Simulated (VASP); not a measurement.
A run of VASP 6.6.1 is set up as follows.

The input INCAR:

```
PREC     = Accurate       # precision mode
ENCUT    = 500            # plane-wave cutoff, eV
EDIFF    = 1E-6           # SCF threshold, eV
ISMEAR   = 0              # smearing method
SIGMA    = 0.01           # smearing width, eV
LREAL    = False          # projectors in reciprocal space
LASPH    = True           # aspherical terms in the spheres
NELM     = 120            # most SCF steps
ALGO     = Normal         # electronic algorithm
ISIF     = 2              # what is computed and relaxed
LWAVE    = False          # write WAVECAR
LCHARG   = False          # write CHGCAR
GGA      = PE             # functional
NBANDS   = 26             # bands
GGA_COMPAT= False
```

KPOINTS

```
regular mesh
0
Gamma
  4 2 4
```

Contents of POSCAR:

```
CdSe
1.0
    4.3781538782      0.0000000000      0.0000000000
    0.0000000000      6.1916445927      0.0000000000
    0.0000000000      0.0000000000      4.3837873484
Cd Se
2 2
Direct
    0.0000000000      0.0001382375      0.0000000000
    0.5000000000      0.5001382375      0.5000000000
    0.0000000000      0.2498617625      0.5000000000
    0.5000000000      0.7498617625      0.0000000000
```

Potentials or basis: VASP PAW PBE potentials, release 64 (Cd, Se).

The run is started by

```sh
$ cat potpaw_PBE.64/Cd/POTCAR potpaw_PBE.64/Se/POTCAR > POTCAR
$ mpirun -np 1 vasp_std > vasp.out
```

What does it give for the band gap on the k mesh?

0.49 eV.

Predict the pressure.

0.3 GPa.

Stress tensor (GPa, compression positive):
```
0.40 0.00 0.00
0.00 0.20 0.00
0.00 0.00 0.34
```

Caveat: the k points lie up to 0.51 Å⁻¹ apart.
